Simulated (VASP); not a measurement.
Runs of VASP 6.6.1 on Os. The structure is that of space group Fm-3m (No. 225), or close to it. The cells are those of the table. 

```csv
task,level,potentials or basis,cell,k mesh,cutoff (eV),second run,gap on the mesh (eV),pressure (GPa)
single point,LDA,"VASP PAW LDA potentials, release 64 (Os)","a = 2.711 Å, angles 60.0°, 1 atom",13 × 13 × 13,520,-,none,-9.3
single point,r2SCAN,"VASP PAW PBE potentials, release 64 (Os_sv_GW)","a = 2.711 Å, angles 60.0°, 1 atom",10 × 10 × 10,550,valence_matched,none,(a)
relaxation of cell and atoms,r2SCAN,"VASP PAW PBE potentials, release 64 (Os)","relaxed from a = 2.751 Å, angles 60.0°, 1 atom",10 × 10 × 10,600,-,none,0.1
single point,r2SCAN,"VASP PAW PBE potentials, release 64 (Os)","a = 2.711 Å, angles 60.0°, 1 atom",10 × 10 × 10,520,-,none,1.0
```

Alike in all rows: no spin polarisation; smearing fermi-dirac 0.05 eV.

Q: Estimate the missing entries.

A: (a) -1.9.

Caveats: spin-orbit coupling is left out, which moves the levels of the heavy elements; the PAW data sets were made with another functional, which shifts forces and pressure a little (some runs).

A k mesh can miss the band edges, and the runs leave out spin-orbit coupling on Os.

A gap of «none» marks levels without a gap at the run's occupations.

The runs don't all hold the same shells in valence.
